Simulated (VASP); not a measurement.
# Rh in VASP: single point with LDA

Aim: the single point of Rh with LDA.

All numbers are computed with VASP 6.6.1; they aren't measurements. Logs are shortened: lines on timing, memory, paths and dates and some standing lists are left out, and cuts for length are marked.

**1. The cell of the first run**

The cell holds a slab with vacuum, 5 atoms: a = 2.655 Å, b = 3.755 Å, c = 21.310 Å, α = 90.00°, β = 90.00°, γ = 90.00°.

**2. Single point, LDA**

INCAR reads:

```
SYSTEM = Rh
PREC     = Accurate       ! precision mode
ENCUT    = 520            ! plane-wave cutoff, eV
EDIFF    = 1E-6           ! SCF threshold, eV
ISMEAR   = -1             ! smearing method
SIGMA    = 0.08           ! smearing width, eV
LREAL    = .FALSE.        ! projectors in reciprocal space
LASPH    = .TRUE.         ! aspherical terms in the spheres
NELM     = 80             ! most SCF steps
ALGO     = Normal         ! electronic algorithm
ISIF     = 2              ! what is computed and relaxed
LWAVE    = .FALSE.        ! write WAVECAR
LCHARG   = .FALSE.        ! write CHGCAR
LDIPOL   = .TRUE.       
IDIPOL   = 3            
DIPOL    = 0.5 0.5 0.500
NBANDS   = 46             ! bands
```

KPOINTS reads:

```
Automatic mesh
0
G
  14 10 1
  0 0 0
```

POSCAR reads:

```
Rh
1.0
    2.6548623924      0.0000000000      0.0000000000
    0.0000000000      3.7545424016      0.0000000000
    0.0000000000      0.0000000000     21.3097000000
Rh
5
Direct
    0.0000000000      0.0000000000      0.3754153088
    0.5000000000      0.5000000000      0.4377076545
    0.0000000000      0.0000000000      0.4999999998
    0.5000000000      0.5000000000      0.5622923455
    0.0000000000      0.0000000000      0.6245846912
```

Potentials or basis: VASP PAW LDA potentials, release 64 (Rh_pv).

Run with:

```sh
cat potpaw_LDA.64/Rh_pv/POTCAR > POTCAR
mpirun -np 1 vasp_std > vasp.out
```

OUTCAR:

```text
SYSTEM = Rh
   PREC = Accurate
   ENCUT = 520
   EDIFF = 1E-6
   ISMEAR = -1
   LREAL = .FALSE.
   LASPH = .TRUE.
   NELM = 80
   ISIF = 2

 ion  position               nearest neighbor table
   1  0.000  0.000  0.375-   3 2.65   2 2.65   2 2.65   2 2.65   2 2.65
   2  0.500  0.500  0.438-   3 2.65   3 2.65   3 2.65   3 2.65   4 2.65   1 2.65   1 2.65   1 2.65
                             1 2.65
   3  0.000  0.000  0.500-   2 2.65   2 2.65   2 2.65   2 2.65   1 2.65   4 2.65   4 2.65   4 2.65
                             4 2.65   5 2.65
   4  0.500  0.500  0.562-   2 2.65   3 2.65   5 2.65   3 2.65   5 2.65   3 2.65   5 2.65   3 2.65
                             5 2.65
   5  0.000  0.000  0.625-   4 2.65   4 2.65   4 2.65   4 2.65   3 2.65

  LATTYP: Found a simple orthorhombic cell.
 ALAT       =     2.6548623924
 B/A-ratio  =     1.4142135624
 C/A-ratio  =     8.0266683731

  Lattice vectors:

 A1 = (   2.6548623924,   0.0000000000,   0.0000000000)
 A2 = (   0.0000000000,   3.7545424016,   0.0000000000)
 A3 = (   0.0000000000,   0.0000000000,  21.3097000000)

Analysis of symmetry for initial positions (statically):
=====================================================================
 Subroutine PRICEL returns:
 Original cell was already a primitive cell.

 Routine SETGRP: Setting up the symmetry group for a
 simple orthorhombic supercell.

 Subroutine GETGRP returns: Found  8 space group operations
 (whereof  8 operations were pure point group operations)
 out of a pool of  8 trial point group operations.

The static configuration has the point symmetry D_2h.

Analysis of symmetry for dynamics (positions and initial velocities):
=====================================================================
 Subroutine PRICEL returns:
 Original cell was already a primitive cell.

 Routine SETGRP: Setting up the symmetry group for a
 simple orthorhombic supercell.

 Subroutine GETGRP returns: Found  8 space group operations
 (whereof  8 operations were pure point group operations)
 out of a pool of  8 trial point group operations.

The dynamic configuration has the point symmetry D_2h.

 Subroutine INISYM returns: Found  8 space group operations
 (whereof  8 operations are pure point group operations),
 and found     1 'primitive' translations

----------------------------------------------------------------------------------------

                                     Primitive cell

  volume of cell :     212.4107

  direct lattice vectors                    reciprocal lattice vectors
     2.654862392  0.000000000  0.000000000     0.376667357  0.000000000  0.000000000
     0.000000000  3.754542402  0.000000000     0.000000000  0.266344042  0.000000000
[... 104 lines left out ...]
   EMIN   =  10.00;   EMAX   =-10.00  energy-range for DOS
   EFERMI =   0.00;   METHOD = LEGACY
   ISMEAR =    -1;   SIGMA  =   0.08  broadening in eV -4-tet -1-fermi 0-gaus
   EFERMI_NEDOS =   21; number of points for ismear=-14 and -15
   IALGO  =     38    algorithm
   IMIX   =      4    mixing-type and parameters
     AMIX     =   0.40;   BMIX     =  1.00
     AMIX_MAG =   1.60;   BMIX_MAG =  1.00
  volume/ion in A,a.u.               =      42.48       286.68
  Fermi-wavevector in a.u.,A,eV,Ry     =   1.157097  2.186596 18.216482  1.338874
  Thomas-Fermi vector in A             =   2.293712
   LORBIT       =      0    0 simple, 1 ext, 2 COOP (PROOUT), +10 PAW based schemes
   GGA     = CA    functional components
   LHFCALC =     F    Hartree Fock is set to
   AEXX    =    0.0000 exact exchange contribution
   IVDW    =     0    specifies the selected vdW correction
   LEPSILON=     F    determine dielectric tensor
   LRPA    =     F    only Hartree local field effects (RPA)
 non-spin polarized calculation
  energy-cutoff  :      520.00
  volume of cell :      212.41
 maximum number of plane-waves:      5800
 NGX is ok and might be reduce to    20
   NGX =  9   NGY = 13   NGZ = 79

 number of electron      74.9999968 magnetization

 dipolmoment           0.000000      0.000000      0.000000 electrons x Angstroem

 Free energy of the ion-electron system (eV)
  ---------------------------------------------------
  ext. energy  EPLUGINS =         0.00000000
  ---------------------------------------------------
  free energy    TOTEN  =       -39.52056558 eV

  energy without entropy =      -39.32926620  energy(sigma->0) =      -39.42491589

 E-fermi :   0.4454     XC(G=0):  -5.6089

 val. band max:        0.4435302442   @ k =   0.2857   0.4000   0.0000
 cond. band min:       0.4481651459   @ k =   0.5000   0.0000   0.0000
 fundamental gap:      0.0046349017
 Fermi energy:         0.4454330574

 k-point     1 :       0.0000    0.0000    0.0000
  band No.  band energies     occupation
      1     -46.4382      2.00000
      2     -46.3171      2.00000
      3     -46.0864      2.00000
      4     -46.0483      2.00000
      5     -46.0268      2.00000
      6     -45.8759      2.00000
[... 1165 lines left out ...]
     45       5.6351      0.00000
     46       7.2690      0.00000

 [... further k-points ...]

------------------------ aborting loop because EDIFF is reached ----------------------------------------

 vacuum level on the upper side and lower side of the slab       (xc-potential included)        -0.126        -0.126

  FORCE on cell =-STRESS in cart. coord.  units (eV):
  Direction    XX          YY          ZZ          XY          YZ          ZX
  --------------------------------------------------------------------------------------
  -------------------------------------------------------------------------------------
  Total       -5.7246408     -5.1839048     -4.6792841     -0.0000000      0.0000000      0.0000000
  in kB      -43.1799824    -39.1013033    -35.2950362     -0.0000000      0.0000000      0.0000000
  external PRESSURE =     -39.1921073 kB  Pullay stress =       0.0000000 kB

 VOLUME and BASIS-vectors are now :
 -----------------------------------------------------------------------------
  energy-cutoff  :      520.00
  volume of cell :      212.41
      direct lattice vectors                 reciprocal lattice vectors
     2.654862392  0.000000000  0.000000000     0.376667357  0.000000000  0.000000000
     0.000000000  3.754542402  0.000000000     0.000000000  0.266344042  0.000000000
     0.000000000  0.000000000 21.309700000     0.000000000  0.000000000  0.046926986

 POSITION                                       TOTAL-FORCE (eV/Angst)
 -----------------------------------------------------------------------------------
      0.00000      0.00000      7.99999         0.000000      0.000000      1.317584
      1.32743      1.87727      9.32742         0.000000      0.000000     -0.883952
      0.00000      0.00000     10.65485         0.000000      0.000000      0.000000
      1.32743      1.87727     11.98228         0.000000      0.000000      0.883952
      0.00000      0.00000     13.30971         0.000000      0.000000     -1.317584
 -----------------------------------------------------------------------------------
    total drift:                               -0.000000      0.000000      0.000012

  FREE ENERGIE OF THE ION-ELECTRON SYSTEM (eV)
  ---------------------------------------------------
  free  energy   TOTEN  =       -39.5205655812 eV

  energy  without entropy=      -39.3292662001  energy(sigma->0) =      -39.42491589

 vacuum level on the upper side and lower side of the slab         5.300         5.300
```

stdout:

```text
POSCAR found type information on POSCAR Rh
 POSCAR found :  1 types and       5 ions
 scaLAPACK will be used
 LDA part: xc-table for (Slater(with rela. corr.)+CA(PZ))
 , standard interpolation
 POSCAR, INCAR and KPOINTS ok, starting setup
 FFT: planning ... GRIDC
 FFT: planning ... GRID_SOFT
 FFT: planning ... GRID
 WAVECAR not read
 entering main loop
```

It took 9.1 min on 1 thread of Intel Xeon Platinum 8259CL at 2.50GHz (Skylake/Cascade Lake), shared host; peak memory 0.44 GiB.

What came out:

* Free energy: -39.5206 eV
* Largest force: 1.318 eV/Å
* Band gap on the k mesh: zero (an odd number of electrons rules out a gap without spin polarisation)

Forces in eV/Å, atoms in the order of the input:
```
Rh   0.000  0.000  1.318
Rh   0.000  0.000 -0.884
Rh   0.000  0.000  0.000
Rh   0.000  0.000  0.884
Rh   0.000  0.000 -1.318
```

Levels at points of the mesh, in eV from the Fermi level:
```tsv
k point	band 36	band 37	band 38	band 39	band 40	band 41
(0.00, 0.00, 0.00)	-0.65	-0.63	-0.31	0.17	0.27	0.42
(0.50, 0.00, 0.00)	0.21	0.41	0.75	0.78	0.93	3.26
(0.00, 0.50, 0.00)	-0.24	-0.07	0.10	0.33	0.54	0.57
(0.50, 0.50, 0.00)	0.56	0.65	0.68	0.74	0.78	2.27
```
